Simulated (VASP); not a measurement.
# Cs2Cl (R-3m) in VASP: notebook

Runs on Cs2Cl. Level: PBE. Tasks: relaxation of cell and atoms, single point.

Program: VASP 6.6.1. These are calculated values, not measurements. Logs are shortened: lines on timing, memory, paths and dates and some standing lists are left out, and cuts for length are marked.

## (1) The cell of the first run

Symmetry: R-3m, No. 166, trigonal system. Conventional cell: a = 5.767 Å, b = 5.767 Å, c = 14.233 Å, α = 90.00°, β = 90.00°, γ = 120.00°. Cs (site symmetry 3m) has 4 Cl at 3.54 Å and 6 Cs at 4.07 to 4.11 Å within 4.7 Å. Within 4.7 Å of Cl (site symmetry -3m) lie 8 Cs at 3.54 Å.

## (2) Relaxation of cell and atoms, PBE

Input file INCAR:

```
SYSTEM = Cs2Cl
PREC     = Accurate       ! precision mode
ENCUT    = 600            ! plane-wave cutoff, eV
EDIFF    = 1E-6           ! SCF threshold, eV
ISMEAR   = 0              ! smearing method
SIGMA    = 0.1            ! smearing width, eV
LREAL    = .False.        ! projectors in reciprocal space
LASPH    = .True.         ! aspherical terms in the spheres
NELM     = 100            ! most SCF steps
ALGO     = Normal         ! electronic algorithm
ISIF     = 3              ! what is computed and relaxed
LWAVE    = .False.        ! write WAVECAR
LCHARG   = .False.        ! write CHGCAR
GGA      = PE             ! functional
IBRION   = 2              ! ionic algorithm
NSW      = 100            ! ionic steps
EDIFFG   = -0.01          ! ionic threshold
```

Input file KPOINTS:

```
Automatic mesh
0
Gamma
  12 12 12
  0 0 0
```

Input file POSCAR:

```
Cs2Cl
1.0
    2.8835000000      1.6647895000      4.7442624000
   -2.8835000000      1.6647895000      4.7442624000
    0.0000000000     -3.3295790000      4.7442624000
Cs Cl
2 1
Direct
    0.2487566200      0.2487566200      0.2487566200
    0.7512433800      0.7512433800      0.7512433800
    0.0000000000      0.0000000000      0.0000000000
```

Potentials or basis: VASP PAW PBE potentials, release 64 (Cs_sv, Cl).

The run is started by

```console
cat potpaw_PBE.64/Cs_sv/POTCAR potpaw_PBE.64/Cl/POTCAR > POTCAR
mpirun -np 1 vasp_std > vasp.out
```

OUTCAR:

```text
SYSTEM = Cs2Cl
   PREC = Accurate
   ENCUT = 600
   EDIFF = 1E-6
   ISMEAR = 0
   LREAL = .False.
   LASPH = .True.
   NELM = 100
   ISIF = 3
   GGA = PE
   IBRION = 2
   NSW = 100
   EDIFFG = -0.01

 ion  position               nearest neighbor table
   1  0.249  0.249  0.249-
   2  0.751  0.751  0.751-
   3  0.000  0.000  0.000-

  LATTYP: Found a trigonal (rhomboedric) cell.
 ALAT       =     5.7960436549
 COS(alpha) =     0.5049983905

  Lattice vectors:

 A1 = (   2.8835000000,   1.6647895000,   4.7442624000)
 A2 = (  -2.8835000000,   1.6647895000,   4.7442624000)
 A3 = (   0.0000000000,  -3.3295790000,   4.7442624000)

Analysis of symmetry for initial positions (statically):
=====================================================================
 Subroutine PRICEL returns:
 Original cell was already a primitive cell.

 Routine SETGRP: Setting up the symmetry group for a
 trigonal (rhombohedral) supercell.

 Subroutine GETGRP returns: Found 12 space group operations
 (whereof 12 operations were pure point group operations)
 out of a pool of 12 trial point group operations.

The static configuration has the point symmetry D_3d.

Analysis of symmetry for dynamics (positions and initial velocities):
=====================================================================
 Subroutine PRICEL returns:
 Original cell was already a primitive cell.

 Routine SETGRP: Setting up the symmetry group for a
 trigonal (rhombohedral) supercell.

 Subroutine GETGRP returns: Found 12 space group operations
 (whereof 12 operations were pure point group operations)
 out of a pool of 12 trial point group operations.

The dynamic configuration has the point symmetry D_3d.

 Subroutine INISYM returns: Found 12 space group operations
 (whereof 12 operations are pure point group operations),
 and found     1 'primitive' translations

----------------------------------------------------------------------------------------

                                     Primitive cell

  volume of cell :     136.6467

  direct lattice vectors                    reciprocal lattice vectors
     2.883500000  1.664789500  4.744262400     0.173400381  0.100112757  0.070260307
    -2.883500000  1.664789500  4.744262400    -0.173400381  0.100112757  0.070260307
     0.000000000 -3.329579000  4.744262400     0.000000000 -0.200225514  0.070260307

  length of vectors
     5.796043655  5.796043655  5.796043654     0.212195116  0.212195116  0.212195116

  position of ions in fractional coordinates (direct lattice)
     0.248756620  0.248756620  0.248756620
     0.751243380  0.751243380  0.751243380
     0.000000000  0.000000000  0.000000000

  ion indices of the primitive-cell ions
   primitive index   ion index
                 1           1
                 2           2
                 3           3

----------------------------------------------------------------------------------------

 KPOINTS: Automatic mesh

Automatic generation of k-mesh.
 Grid dimensions read from file:
 generate k-points for:   12   12   12

 Generating k-lattice:

  Cartesian coordinates                     Fractional coordinates (reciprocal lattice)
     0.014450032  0.008342730  0.005855026     0.083333333 -0.000000000  0.000000000
    -0.014450032  0.008342730  0.005855026    -0.000000000  0.083333333  0.000000000
     0.000000000 -0.016685459  0.005855026     0.000000000  0.000000000  0.083333333

  Length of vectors
     0.017682926  0.017682926  0.017682926

  Shift w.r.t. Gamma in fractional coordinates (k-lattice)
     0.000000000  0.000000000  0.000000000

 Subroutine IBZKPT returns following result:
 ===========================================

 Found    189 irreducible k-points:

 Following reciprocal coordinates:
            Coordinates               Weight
  0.000000  0.000000  0.000000      1.000000
  0.083333 -0.000000 -0.000000      6.000000
  0.166667 -0.000000 -0.000000      6.000000
  0.250000  0.000000 -0.000000      6.000000
  0.333333  0.000000  0.000000      6.000000
  0.416667 -0.000000 -0.000000      6.000000
[... 16 lines left out ...]
  0.500000  0.166667  0.000000     12.000000
 -0.416667  0.166667  0.000000     12.000000
 [... further k-points ...]
   k-points           NKPTS =    189   k-points in BZ     NKDIM =    189   number of bands    NBANDS=     16
   number of dos      NEDOS =    301   number of ions     NIONS =      3
   total plane-waves  NPLWV = 110592
   dimension x,y,z NGX =    48 NGY =   48 NGZ =   48
   dimension x,y,z NGXF=    96 NGYF=   96 NGZF=   96
   ions per type =               2   1
   NGX,Y,Z   is equivalent  to a cutoff of  13.77, 13.77, 13.77 a.u.
   NGXF,Y,Z  is equivalent  to a cutoff of  27.54, 27.54, 27.54 a.u.
 SYSTEM =  Cs2Cl
   PREC   = accura    normal or accurate (medium, high low for compatibility)
   ISTART =      0    job   : 0-new  1-cont  2-samecut
   ICHARG =      2    charge: 1-file 2-atom 10-const
   ISPIN  =      1    spin polarized calculation?
   LNONCOLLINEAR =      F non collinear calculations
   LSORBIT =      F    spin-orbit coupling
   LASPH  =      T    aspherical Exc in radial PAW
   ENCUT  =  600.0 eV  44.10 Ry    6.64 a.u.  11.58 11.58 11.58*2*pi/ulx,y,z
   NELM   =    100;   NELMIN=  2; NELMDL= -5     # of ELM steps
   EDIFF  = 0.1E-05   stopping-criterion for ELM
   LREAL  =      F    real-space projection
   EDIFFG = -.1E-01   stopping-criterion for IOM
   NSW    =    100    number of steps for IOM
   IBRION =      2    ionic relax: 0-MD 1-quasi-New 2-CG
   NFREE  =      1    steps in history (QN), initial steepest desc. (CG)
   ISIF   =      3    stress and relaxation
   ISYM   =      2    0-nonsym 1-usesym 2-fastsym
   POTIM  = 0.5000    time-step for ionic-motion
   TEBEG  =    0.0;   TEEND  =   0.0 temperature during run
   PSTRESS=    0.0 pullay stress
   NELECT =      25.0000    total number of electrons
   NUPDOWN=      -1.0000    fix difference up-down
   EMIN   =  10.00;   EMAX   =-10.00  energy-range for DOS
   EFERMI =   0.00;   METHOD = LEGACY
   ISMEAR =     0;   SIGMA  =   0.10  broadening in eV -4-tet -1-fermi 0-gaus
   EFERMI_NEDOS =   21; number of points for ismear=-14 and -15
   IALGO  =     38    algorithm
   IMIX   =      4    mixing-type and parameters
     AMIX     =   0.40;   BMIX     =  1.00
     AMIX_MAG =   1.60;   BMIX_MAG =  1.00
  volume/ion in A,a.u.               =      45.55       307.38
  Fermi-wavevector in a.u.,A,eV,Ry     =   0.929370  1.756254 11.751729  0.863728
  Thomas-Fermi vector in A             =   2.055645
   LORBIT       =      0    0 simple, 1 ext, 2 COOP (PROOUT), +10 PAW based schemes
   GGA     = PE    functional components
   LHFCALC =     F    Hartree Fock is set to
   AEXX    =    0.0000 exact exchange contribution
   IVDW    =     0    specifies the selected vdW correction
   LEPSILON=     F    determine dielectric tensor
   LRPA    =     F    only Hartree local field effects (RPA)
 conjugate gradient relaxation of ions
 non-spin polarized calculation
 Gauss-broadening in eV      SIGMA  =   0.10
  energy-cutoff  :      600.00
  volume of cell :      136.65
 maximum number of plane-waves:      4594
 NGX is ok and might be reduce to    48
   NGX = 23   NGY = 23   NGZ = 23

--------------------------------------- Ionic step        1  -------------------------------------------

 number of electron      24.9999998 magnetization

 Free energy of the ion-electron system (eV)
  ---------------------------------------------------
  ext. energy  EPLUGINS =         0.00000000
  ---------------------------------------------------
  free energy    TOTEN  =        -6.69482446 eV

  energy without entropy =       -6.66345001  energy(sigma->0) =       -6.67913724

------------------------ aborting loop because EDIFF is reached ----------------------------------------

  FORCE on cell =-STRESS in cart. coord.  units (eV):
  Direction    XX          YY          ZZ          XY          YZ          ZX
  --------------------------------------------------------------------------------------
  -------------------------------------------------------------------------------------
  Total        1.5160864      1.5160864      1.4980727      0.0000000      0.0000000      0.0000000
  in kB       17.7760510     17.7760510     17.5648417      0.0000000      0.0000000      0.0000000
  external PRESSURE =      17.7056479 kB  Pullay stress =       0.0000000 kB
[... 92 lines left out ...]
  FREE ENERGIE OF THE ION-ELECTRON SYSTEM (eV)
  ---------------------------------------------------
  free  energy   TOTEN  =        -6.8447369569 eV

  energy  without entropy=       -6.8176537606  energy(sigma->0) =       -6.83119536

[... ionic steps 4 to 7 ...]

--------------------------------------- Ionic step        8  -------------------------------------------

 number of electron      25.0000001 magnetization

------------------------ aborting loop because EDIFF is reached ----------------------------------------

  FORCE on cell =-STRESS in cart. coord.  units (eV):
  Direction    XX          YY          ZZ          XY          YZ          ZX
  --------------------------------------------------------------------------------------
  -------------------------------------------------------------------------------------
  Total        0.0123516      0.0123516      0.0028879      0.0000000     -0.0000000      0.0000000
  in kB        0.1161418      0.1161418      0.0271545      0.0000000     -0.0000000      0.0000000
  external PRESSURE =       0.0864794 kB  Pullay stress =       0.0000000 kB
[... 59 lines left out ...]
  energy  without entropy=       -6.8233229743  energy(sigma->0) =       -6.83600274

--------------------------------------- Ionic step       10  -------------------------------------------

 number of electron      25.0000001 magnetization

 Free energy of the ion-electron system (eV)
  ---------------------------------------------------
  ext. energy  EPLUGINS =         0.00000000
  ---------------------------------------------------
  free energy    TOTEN  =        -6.84866797 eV

  energy without entropy =       -6.82319073  energy(sigma->0) =       -6.83592935

 E-fermi :   2.3971     XC(G=0):  -6.8270

 val. band max:        2.3950919117   @ k =   0.5000   0.3333   0.1667
 cond. band min:       2.4005104308   @ k =  -0.1667   0.3333   0.1667
 fundamental gap:      0.0054185191
 Fermi energy:         2.3971169606

 k-point     1 :       0.0000    0.0000    0.0000
  band No.  band energies     occupation
      1     -21.7719      2.00000
      2     -21.6726      2.00000
      3     -13.9316      2.00000
      4      -8.7138      2.00000
      5      -8.7099      2.00000
      6      -8.7099      2.00000
[... 8 lines left out ...]
     15       3.4074      0.00000
     16       4.1759      0.00000
[... 420 lines left out ...]
  band No.  band energies     occupation
      1     -21.7242      2.00000
      2     -21.7179      2.00000
      3     -13.9501      2.00000
      4      -8.7325      2.00000
      5      -8.6366      2.00000
      6      -8.6126      2.00000
[... 8 lines left out ...]
     15       4.0125      0.00000
     16       4.2590      0.00000

 [... further k-points ...]

------------------------ aborting loop because EDIFF is reached ----------------------------------------

  FORCE on cell =-STRESS in cart. coord.  units (eV):
  Direction    XX          YY          ZZ          XY          YZ          ZX
  --------------------------------------------------------------------------------------
  -------------------------------------------------------------------------------------
  Total        0.0292950      0.0292950      0.0217479      0.0000000     -0.0000000      0.0000000
  in kB        0.2763680      0.2763680      0.2051693      0.0000000     -0.0000000      0.0000000
  external PRESSURE =       0.2526351 kB  Pullay stress =       0.0000000 kB
[... 18 lines left out ...]
  FREE ENERGIE OF THE ION-ELECTRON SYSTEM (eV)
  ---------------------------------------------------
  free  energy   TOTEN  =        -6.8486679703 eV

  energy  without entropy=       -6.8231907259  energy(sigma->0) =       -6.83592935

 reached required accuracy - stopping structural energy minimisation
```

Wall time 21 min (1 thread of Intel Xeon 6975P-C (Granite Rapids), shared host); peak memory 0.7 GiB.

What came out:

| Item | Value |
| --- | --- |
| Free energy | -6.8487 eV |
| Relaxed volume | 56.61 Å³/atom |
| Relaxed cell | a = 6.226 Å, b = 6.226 Å, c = 6.226 Å, α = 59.79°, β = 59.79°, γ = 59.79° |
| Space group after relaxing (to 0.05 Å) | Fm-3m (No. 225) |
| Energy gained by relaxing | 51.3 meV/atom |
| Ionic steps | 10 |
| Pressure after relaxing | 0.0 GPa |
| Largest force after relaxing | 0.009 eV/Å |

Forces in eV/Å, atoms in the order of the input:
```
Cs   0.000  0.000  0.009
Cs   0.000  0.000 -0.009
Cl   0.000  0.000  0.000
```

The path:
```
step  energy change (eV)  largest force (eV/Å)  pressure (GPa)  volume (Å³)
   1              0.0000                0.0168            1.77       136.65
   2             -0.0873                0.0163            1.02       146.85
   3             -0.1499                0.0152            0.20       164.39
   4             -0.1536                0.0147            0.03       169.65
   5             -0.1537                0.0146            0.00       170.71
   6             -0.1537                0.0145           -0.02       171.44
   7             -0.1538                0.0136           -0.01       171.18
   8             -0.1539                0.0109            0.01       170.39
   9             -0.1539                0.0104            0.00       170.20
  10             -0.1538                0.0091            0.03       169.83
```

Final structure:
```cif
data_structure
_symmetry_space_group_name_H-M 'P 1'
_symmetry_Int_Tables_number 1
_cell_length_a 6.2258
_cell_length_b 6.2258
_cell_length_c 6.2258
_cell_angle_alpha 59.792
_cell_angle_beta 59.792
_cell_angle_gamma 59.792
_cell_volume 169.83
loop_
_atom_site_label
_atom_site_type_symbol
_atom_site_fract_x
_atom_site_fract_y
_atom_site_fract_z
_atom_site_occupancy
Cs1 Cs 0.24934 0.24934 0.24934 1
Cs2 Cs 0.75066 0.75066 0.75066 1
Cl1 Cl 0.00000 0.00000 0.00000 1
```

Levels at points of the mesh, in eV from the Fermi level:
| k point | band 8 | band 9 | band 10 | band 11 | band 12 | band 13 | band 14 | band 15 | band 16 |
| --- | --- | --- | --- | --- | --- | --- | --- | --- | --- |
| (0.00, 0.00, 0.00) | -10.76 | -10.76 | -4.82 | -4.82 | -4.82 | -1.28 | 1.01 | 1.01 | 1.78 |
| (0.50, 0.00, 0.00) | -10.94 | -10.92 | -4.78 | -4.74 | -4.74 | 0.18 | 1.12 | 1.74 | 1.78 |
| (0.50, 0.50, 0.00) | -10.70 | -10.65 | -4.90 | -4.67 | -4.67 | -0.04 | 0.95 | 1.27 | 1.69 |
| (0.50, 0.50, 0.50) | -10.94 | -10.92 | -4.78 | -4.74 | -4.74 | 0.17 | 1.11 | 1.76 | 1.76 |

Caveat: the volume moved by over 15 % at a fixed basis, so the end points are rough; spin-orbit coupling is left out, which moves the levels of the heavy elements; an odd number of electrons without spin polarisation forces a metal; a magnetic or distorted state may lie lower.

## (3) Single point, PBE

This run uses another cell than the first one, of 56.65 Å³/atom, 1.244 times its volume.

Input file INCAR:

```
SYSTEM = Cs2Cl
PREC     = Accurate       ! precision mode
ENCUT    = 520            ! plane-wave cutoff, eV
EDIFF    = 1E-6           ! SCF threshold, eV
ISMEAR   = 0              ! smearing method
SIGMA    = 0.1            ! smearing width, eV
LREAL    = .FALSE.        ! projectors in reciprocal space
LASPH    = .TRUE.         ! aspherical terms in the spheres
NELM     = 100            ! most SCF steps
ALGO     = Normal         ! electronic algorithm
ISIF     = 2              ! what is computed and relaxed
LWAVE    = .FALSE.        ! write WAVECAR
LCHARG   = .FALSE.        ! write CHGCAR
GGA      = PE             ! functional
NBANDS   = 20             ! bands
```

Input file KPOINTS:

```
Automatic mesh
0
G
  9 9 9
  0 0 0
```

Input file POSCAR:

```
Cs2Cl
1.0
    3.1052654512      1.7928258441      5.0876622897
   -3.1052654512      1.7928258441      5.0876622897
    0.0000000000     -3.5856516883      5.0876622897
Cs Cl
2 1
Direct
    0.2500924215      0.2500924215      0.2500924215
    0.7499075785      0.7499075785      0.7499075785
    0.0000000000      0.0000000000      0.0000000000
```

Potentials or basis: VASP PAW PBE potentials, release 64 (Cs_sv, Cl).

The run is started by

```console
cat potpaw_PBE.64/Cs_sv/POTCAR potpaw_PBE.64/Cl/POTCAR > POTCAR
mpirun -np 1 vasp_std > vasp.out
```

Wall time 1.9 min (1 thread of Intel Xeon 6975P-C (Granite Rapids), shared host); peak memory 0.47 GiB.

The run converged. Its results:

```yaml
Free_energy: -6.8516 eV
Pressure: 0.0 GPa
```

Levels at points of the mesh, in eV from the Fermi level:
```
           k point  band 10  band 11  band 12  band 13  band 14  band 15
(0.00, 0.00, 0.00)    -4.81    -4.81    -4.81    -1.28     1.01     1.01
```

Caveat: spin-orbit coupling is left out, which moves the levels of the heavy elements; an odd number of electrons without spin polarisation forces a metal; a magnetic or distorted state may lie lower.

## (4) Relaxation of cell and atoms, PBE

This run uses another cell than the first one, of 56.65 Å³/atom, 1.244 times its volume.

Input file INCAR:

```
PREC = Accurate
ENCUT = 600
EDIFF = 1E-6
ISMEAR = 0
SIGMA = 0.1
LREAL = False
LASPH = True
NELM = 100
ALGO = Normal
ISIF = 3
LWAVE = False
LCHARG = False
GGA = PE
IBRION = 2
NSW = 100
EDIFFG = -0.01
```

Input file KPOINTS:

```
regular mesh
0
Gamma
  9 9 9
```

POSCAR is that of step 3.

The run is started by

```console
cat potpaw_PBE.64/Cs_sv/POTCAR potpaw_PBE.64/Cl/POTCAR > POTCAR
mpirun -np 1 vasp_std > vasp.out
```

It took 4.3 min on 1 thread of Intel Xeon 6975P-C (Granite Rapids), shared host; peak memory 0.55 GiB.

The run converged. Its results:

```
Free energy                            : -6.8520 eV
Relaxed volume                         : 57.04 Å³/atom
Relaxed cell                           : a = 6.239 Å, b = 6.239 Å, c = 6.239 Å, α = 59.84°, β = 59.84°, γ = 59.84°
Space group after relaxing (to 0.05 Å) : Fm-3m (No. 225)
Energy gained by relaxing              : 0.0 meV/atom
Ionic steps                            : 3
Pressure after relaxing                : 0.0 GPa
```

The path:
```tsv
step	energy change (eV)	largest force (eV/Å)	pressure (GPa)	volume (Å³)
1	0.0000	0.0001	0.03	169.94
2	-0.0001	0.0001	0.03	170.23
3	-0.0001	0.0002	0.00	171.11
```

Final structure:
```
Cs Cl
1.0
     3.11210    1.79677    5.09997
    -3.11210    1.79677    5.09997
     0.00000   -3.59354    5.09997
Cs Cl
2 1
Direct
  0.25009 0.25009 0.25009
  0.74991 0.74991 0.74991
  0.00000 0.00000 0.00000
```

Levels at points of the mesh, in eV from the Fermi level:
```csv
k point,band 8,band 9,band 10,band 11,band 12,band 13,band 14,band 15,band 16
"(0.00, 0.00, 0.00)",-10.77,-10.77,-4.80,-4.80,-4.80,-1.28,1.02,1.02,1.77
```

Caveat: spin-orbit coupling is left out, which moves the levels of the heavy elements; an odd number of electrons without spin polarisation forces a metal; a magnetic or distorted state may lie lower.

## (5) Summary

```tsv
task	cell	k mesh	cutoff (eV)	gap on the mesh (eV)	pressure (GPa)	relaxed volume (Å³/atom)
relaxation of cell and atoms	relaxed from a = 5.796 Å, angles 59.7°, 3 atoms	12 × 12 × 12	600	none	0.0	56.61
single point	a = 6.224 Å, angles 59.9°, 3 atoms	9 × 9 × 9	520	none	0.0	-
relaxation of cell and atoms	relaxed from a = 6.224 Å, angles 59.9°, 3 atoms	9 × 9 × 9	600	none	0.0	57.04
```

Alike in all rows: level PBE; potentials or basis VASP PAW PBE potentials, release 64 (Cs_sv, Cl); no spin polarisation; smearing gaussian 0.1 eV.

Caveats: spin-orbit coupling is left out, which moves the levels of the heavy elements; an odd number of electrons without spin polarisation forces a metal; a magnetic or distorted state may lie lower; the volume moved by over 15 % at a fixed basis, so the end points are rough (some runs).

Absolute energies hang on the potentials; compare differences alone.
